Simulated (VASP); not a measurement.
# Se (Im-3m) in VASP: a series of runs

The runs below take Se through single point, with revPBE.

All numbers are computed with VASP 6.6.1; they aren't measurements. Logs are shortened: lines on timing, memory, paths and dates and some standing lists are left out, and cuts for length are marked.

### 1 The cell of the first run

The structure is cubic, space group Im-3m (No. 229). Conventional cell: a = 3.461 Å, b = 3.461 Å, c = 3.461 Å, α = 90.00°, β = 90.00°, γ = 90.00°. Se (site symmetry m-3m) has 14 Se at 3.00 to 3.46 Å within 3.9 Å.

### 2 Single point, revPBE

Contents of INCAR:

```
SYSTEM = Se
PREC     = Accurate       ! precision mode
ENCUT    = 520            ! plane-wave cutoff, eV
EDIFF    = 1E-6           ! SCF threshold, eV
ISMEAR   = -1             ! smearing method
SIGMA    = 0.1            ! smearing width, eV
LREAL    = .FALSE.        ! projectors in reciprocal space
LASPH    = .TRUE.         ! aspherical terms in the spheres
NELM     = 100            ! most SCF steps
ALGO     = Normal         ! electronic algorithm
ISIF     = 2              ! what is computed and relaxed
LWAVE    = .FALSE.        ! write WAVECAR
LCHARG   = .TRUE.         ! write CHGCAR
GGA      = RE             ! functional
LELF     = .TRUE.         ! ELF
LVHAR    = .TRUE.       
NBANDS   = 9              ! bands
```

Contents of KPOINTS:

```
regular mesh
0
G
  14 14 14
  0 0 0
```

Contents of POSCAR:

```
Se
1.0
   -1.7303040278      1.7303040278      1.7303040278
    1.7303040278     -1.7303040278      1.7303040278
    1.7303040278      1.7303040278     -1.7303040278
Se
1
Direct
    0.0000000000      0.0000000000      0.0000000000
```

Potentials or basis: VASP PAW PBE potentials, release 64 (Se).

Run with:

```
$ cat potpaw_PBE.64/Se/POTCAR > POTCAR
$ mpirun -np 1 vasp_std > vasp.out
```

OUTCAR:

```text
SYSTEM = Se
   PREC = Accurate
   ENCUT = 520
   EDIFF = 1E-6
   ISMEAR = -1
   LREAL = .FALSE.
   LASPH = .TRUE.
   NELM = 100
   ISIF = 2
   GGA = RE

 ion  position               nearest neighbor table
   1  0.000  0.000  0.000-

  LATTYP: Found a body centered cubic cell.
 ALAT       =     3.4606080556

  Lattice vectors:

 A1 = (  -1.7303040278,   1.7303040278,   1.7303040278)
 A2 = (   1.7303040278,  -1.7303040278,   1.7303040278)
 A3 = (   1.7303040278,   1.7303040278,  -1.7303040278)

Analysis of symmetry for initial positions (statically):
=====================================================================
 Subroutine PRICEL returns:
 Original cell was already a primitive cell.

 Routine SETGRP: Setting up the symmetry group for a
 body centered cubic supercell.

 Subroutine GETGRP returns: Found 48 space group operations
 (whereof 48 operations were pure point group operations)
 out of a pool of 48 trial point group operations.

The static configuration has the point symmetry O_h .

Analysis of symmetry for dynamics (positions and initial velocities):
=====================================================================
 Subroutine PRICEL returns:
 Original cell was already a primitive cell.

 Routine SETGRP: Setting up the symmetry group for a
 body centered cubic supercell.

 Subroutine GETGRP returns: Found 48 space group operations
 (whereof 48 operations were pure point group operations)
 out of a pool of 48 trial point group operations.

The dynamic configuration has the point symmetry O_h .

 Subroutine INISYM returns: Found 48 space group operations
 (whereof 48 operations are pure point group operations),
 and found     1 'primitive' translations

----------------------------------------------------------------------------------------

                                     Primitive cell

  volume of cell :      20.7218

  direct lattice vectors                    reciprocal lattice vectors
    -1.730304028  1.730304028  1.730304028     0.000000000  0.288966558  0.288966558
     1.730304028 -1.730304028  1.730304028     0.288966558  0.000000000  0.288966558
     1.730304028  1.730304028 -1.730304028     0.288966558  0.288966558  0.000000000

  length of vectors
     2.996974489  2.996974489  2.996974489     0.408660426  0.408660426  0.408660426

  position of ions in fractional coordinates (direct lattice)
     0.000000000  0.000000000  0.000000000

  ion indices of the primitive-cell ions
   primitive index   ion index
                 1           1

----------------------------------------------------------------------------------------

 KPOINTS: regular mesh

Automatic generation of k-mesh.
 Grid dimensions read from file:
 generate k-points for:   14   14   14

 Generating k-lattice:

  Cartesian coordinates                     Fractional coordinates (reciprocal lattice)
     0.000000000  0.020640468  0.020640468     0.071428571  0.000000000  0.000000000
     0.020640468  0.000000000  0.020640468     0.000000000  0.071428571  0.000000000
     0.020640468  0.020640468  0.000000000     0.000000000  0.000000000  0.071428571

  Length of vectors
     0.029190030  0.029190030  0.029190030

  Shift w.r.t. Gamma in fractional coordinates (k-lattice)
     0.000000000  0.000000000  0.000000000

 Subroutine IBZKPT returns following result:
 ===========================================

 Found    104 irreducible k-points:

 Following reciprocal coordinates:
            Coordinates               Weight
  0.000000  0.000000  0.000000      1.000000
  0.071429  0.000000  0.000000     12.000000
  0.142857  0.000000  0.000000     12.000000
  0.214286  0.000000  0.000000     12.000000
  0.285714  0.000000  0.000000     12.000000
  0.357143  0.000000  0.000000     12.000000
[... 16 lines left out ...]
  0.285714  0.285714  0.000000     24.000000
  0.357143  0.285714  0.000000     24.000000
 [... further k-points ...]
   k-points           NKPTS =    104   k-points in BZ     NKDIM =    104   number of bands    NBANDS=      9
   number of dos      NEDOS =    301   number of ions     NIONS =      1
   total plane-waves  NPLWV =  13824
   dimension x,y,z NGX =    24 NGY =   24 NGZ =   24
   dimension x,y,z NGXF=    48 NGYF=   48 NGZF=   48
   ions per type =               1
   NGX,Y,Z   is equivalent  to a cutoff of  13.31, 13.31, 13.31 a.u.
   NGXF,Y,Z  is equivalent  to a cutoff of  26.63, 26.63, 26.63 a.u.
 SYSTEM =  Se
   PREC   = accura    normal or accurate (medium, high low for compatibility)
   ISTART =      0    job   : 0-new  1-cont  2-samecut
   ICHARG =      2    charge: 1-file 2-atom 10-const
   ISPIN  =      1    spin polarized calculation?
   LNONCOLLINEAR =      F non collinear calculations
   LSORBIT =      F    spin-orbit coupling
   LASPH  =      T    aspherical Exc in radial PAW
   ENCUT  =  520.0 eV  38.22 Ry    6.18 a.u.   5.57  5.57  5.57*2*pi/ulx,y,z
   NELM   =    100;   NELMIN=  2; NELMDL= -5     # of ELM steps
   EDIFF  = 0.1E-05   stopping-criterion for ELM
   LREAL  =      F    real-space projection
   EDIFFG = 0.1E-04   stopping-criterion for IOM
   NSW    =      0    number of steps for IOM
   IBRION =     -1    ionic relax: 0-MD 1-quasi-New 2-CG
   NFREE  =      0    steps in history (QN), initial steepest desc. (CG)
   ISIF   =      2    stress and relaxation
   ISYM   =      2    0-nonsym 1-usesym 2-fastsym
   POTIM  = 0.5000    time-step for ionic-motion
   TEBEG  =    0.0;   TEEND  =   0.0 temperature during run
   PSTRESS=    0.0 pullay stress
   NELECT =       6.0000    total number of electrons
   NUPDOWN=      -1.0000    fix difference up-down
   EMIN   =  10.00;   EMAX   =-10.00  energy-range for DOS
   EFERMI =   0.00;   METHOD = LEGACY
   ISMEAR =    -1;   SIGMA  =   0.10  broadening in eV -4-tet -1-fermi 0-gaus
   EFERMI_NEDOS =   21; number of points for ismear=-14 and -15
   IALGO  =     38    algorithm
   IMIX   =      4    mixing-type and parameters
     AMIX     =   0.40;   BMIX     =  1.00
     AMIX_MAG =   1.60;   BMIX_MAG =  1.00
  volume/ion in A,a.u.               =      20.72       139.84
  Fermi-wavevector in a.u.,A,eV,Ry     =   1.083052  2.046672 15.959670  1.173003
  Thomas-Fermi vector in A             =   2.219109
   LORBIT       =      0    0 simple, 1 ext, 2 COOP (PROOUT), +10 PAW based schemes
   GGA     = RE    functional components
   LHFCALC =     F    Hartree Fock is set to
   AEXX    =    0.0000 exact exchange contribution
   IVDW    =     0    specifies the selected vdW correction
   LEPSILON=     F    determine dielectric tensor
   LRPA    =     F    only Hartree local field effects (RPA)
 non-spin polarized calculation
  energy-cutoff  :      520.00
  volume of cell :       20.72
 maximum number of plane-waves:       586
 NGX is ok and might be reduce to    24
   NGX = 11   NGY = 11   NGZ = 11

 number of electron       5.9999999 magnetization

 Free energy of the ion-electron system (eV)
  ---------------------------------------------------
  ext. energy  EPLUGINS =         0.00000000
  ---------------------------------------------------
  free energy    TOTEN  =        -2.57235615 eV

  energy without entropy =       -2.54926816  energy(sigma->0) =       -2.56081216

 E-fermi :   5.2963     XC(G=0): -10.4607

 val. band max:        5.2261466776   @ k =   0.3571   0.0714   0.0000
 cond. band min:       5.3068898852   @ k =  -0.2143   0.2143   0.2143
 fundamental gap:      0.0807432076
 Fermi energy:         5.2962703792

 k-point     1 :       0.0000    0.0000    0.0000
  band No.  band energies     occupation
      1     -10.5982      2.00000
      2       8.2086      0.00000
      3       8.2086      0.00000
      4       8.2086      0.00000
      5      16.2828      0.00000
      6      17.6680      0.00000
      7      17.6680      0.00000
      8      17.6680      0.00000
      9      20.6859      0.00000

 k-point     2 :       0.0714    0.0000    0.0000
  band No.  band energies     occupation
      1     -10.4937      2.00000
      2       7.5526      0.00000
      3       7.9943      0.00000
      4       8.1713      0.00000
      5      16.6185      0.00000
      6      17.2309      0.00000
      7      17.6017      0.00000
      8      18.1127      0.00000
      9      19.7869      0.00000

 k-point     3 :       0.1429    0.0000    0.0000
  band No.  band energies     occupation
      1     -10.1840      2.00000
      2       6.0111      0.00157
      3       7.4631      0.00000
      4       8.0648      0.00000
      5      15.8722      0.00000
      6      16.3445      0.00000
      7      18.5225      0.00000
      8      19.3340      0.00000
      9      19.8385      0.00000

 k-point     4 :       0.2143    0.0000    0.0000
  band No.  band energies     occupation
      1      -9.6830      2.00000
      2       4.1525      1.99998
      3       6.8210      0.00000
      4       7.9074      0.00000
      5      14.6372      0.00000
      6      15.4485      0.00000
      7      19.4163      0.00000
      8      19.8458      0.00000
      9      21.1226      0.00000
[... 205 lines left out ...]
 k-point    22 :       0.3571    0.2143    0.0000
  band No.  band energies     occupation
      1      -6.9952      2.00000
      2      -0.2696      2.00000
      3       2.6095      2.00000
      4       6.4459      0.00002
      5      14.0219      0.00000
      6      16.7153      0.00000
      7      19.9130      0.00000
      8      21.2603      0.00000
      9      25.5897      0.00000

 k-point    23 :       0.2857    0.2857    0.0000
  band No.  band energies     occupation
      1      -6.9584      2.00000
      2       0.1879      2.00000
      3       1.8676      2.00000
      4       6.3791      0.00004
      5      14.3562      0.00000
      6      17.0205      0.00000
      7      19.5365      0.00000
      8      22.0960      0.00000
      9      24.1868      0.00000

 k-point    24 :       0.3571    0.2857    0.0000
  band No.  band energies     occupation
      1      -6.7656      2.00000
      2       0.2362      2.00000
      3       1.3346      2.00000
      4       6.3170      0.00007
      5      14.4226      0.00000
      6      17.5698      0.00000
      7      18.7992      0.00000
      8      22.6631      0.00000
      9      24.6492      0.00000

 [... further k-points ...]
[... 5 lines left out ...]
  --------------------------------------------------------------------------------------
  -------------------------------------------------------------------------------------
  Total        0.0370752      0.0370752      0.0370752      0.0000000      0.0000000     -0.0000000
  in kB        2.8665995      2.8665995      2.8665995      0.0000000      0.0000000     -0.0000000
  external PRESSURE =       2.8665995 kB  Pullay stress =       0.0000000 kB

 VOLUME and BASIS-vectors are now :
 -----------------------------------------------------------------------------
  energy-cutoff  :      520.00
  volume of cell :       20.72
      direct lattice vectors                 reciprocal lattice vectors
    -1.730304028  1.730304028  1.730304028     0.000000000  0.288966558  0.288966558
     1.730304028 -1.730304028  1.730304028     0.288966558  0.000000000  0.288966558
     1.730304028  1.730304028 -1.730304028     0.288966558  0.288966558  0.000000000

 POSITION                                       TOTAL-FORCE (eV/Angst)
 -----------------------------------------------------------------------------------
      0.00000      0.00000      0.00000        -0.000000      0.000000      0.000000
 -----------------------------------------------------------------------------------
    total drift:                                0.000000     -0.000000      0.000000

  FREE ENERGIE OF THE ION-ELECTRON SYSTEM (eV)
  ---------------------------------------------------
  free  energy   TOTEN  =        -2.5723561547 eV

  energy  without entropy=       -2.5492681628  energy(sigma->0) =       -2.56081216
```

Run time: 6.4 s. Hardware: 1 thread of Intel Xeon Platinum 8559C (Emerald Rapids), shared host; peak memory 0.15 GiB.

Results:

| Quantity | Value |
| --- | --- |
| Free energy | -2.5724 eV |
| Pressure | 0.3 GPa |
| Band gap on the k mesh | zero (band 3 reaches 8.21 eV, above the bottom of band 4 at 2.19 eV) |

Levels at points of the mesh, in eV from the Fermi level:
```
           k point  band 1  band 2  band 3  band 4  band 5  band 6  band 7
(0.00, 0.00, 0.00)  -15.89    2.91    2.91    2.91   10.99   12.37   12.37
(0.50, 0.00, 0.00)  -12.59   -6.42    0.06    2.12    6.96    8.40   17.33
(0.50, 0.50, 0.50)  -10.34   -3.10   -3.10   -3.10    4.25    4.25   22.41
```

Caveat: the PAW data sets were made with another functional, which shifts forces and pressure a little.

### 3 Single point, revPBE (volume scaled by 1.04)

Contents of INCAR:

```
SYSTEM = Se
ALGO = Normal
EDIFF = 1E-6
ENCUT = 520
GGA = RE
ISIF = 2
ISMEAR = -1
LASPH = .True.
LCHARG = .False.
LREAL = .False.
LWAVE = .False.
NBANDS = 9
NELM = 100
PREC = Accurate
SIGMA = 0.1
```

Contents of KPOINTS:

```
k-points
0
Gamma
  14 14 14
  0 0 0
```

Contents of POSCAR:

```
Se
1.0
   -1.7530737972      1.7530737972      1.7530737972
    1.7530737972     -1.7530737972      1.7530737972
    1.7530737972      1.7530737972     -1.7530737972
Se
1
Direct
    0.0000000000      0.0000000000      0.0000000000
```

Potentials or basis: VASP PAW PBE potentials, release 64 (Se).

Run with:

```
$ cat potpaw_PBE.64/Se/POTCAR > POTCAR
$ mpirun -np 1 vasp_std > vasp.out
```

It took 6.1 s on 1 thread of Intel Xeon Platinum 8559C (Emerald Rapids), shared host; peak memory 0.14 GiB.

The run converged. Its results:

```yaml
Free_energy: -2.5674 eV
Pressure: -2.2 GPa
Band_gap_on_the_k_mesh: zero (band 3 reaches 7.55 eV, above the bottom of band 4 at 1.87 eV)
```

Levels at points of the mesh, in eV from the Fermi level:
| k point | band 1 | band 2 | band 3 | band 4 | band 5 | band 6 |
| --- | --- | --- | --- | --- | --- | --- |
| (0.00, 0.00, 0.00) | -15.57 | 2.72 | 2.72 | 2.72 | 10.49 | 12.28 |
| (0.50, 0.00, 0.00) | -12.50 | -6.12 | 0.03 | 2.00 | 6.93 | 8.44 |
| (0.50, 0.50, 0.50) | -10.43 | -2.96 | -2.96 | -2.96 | 4.42 | 4.42 |

Caveat: the PAW data sets were made with another functional, which shifts forces and pressure a little.
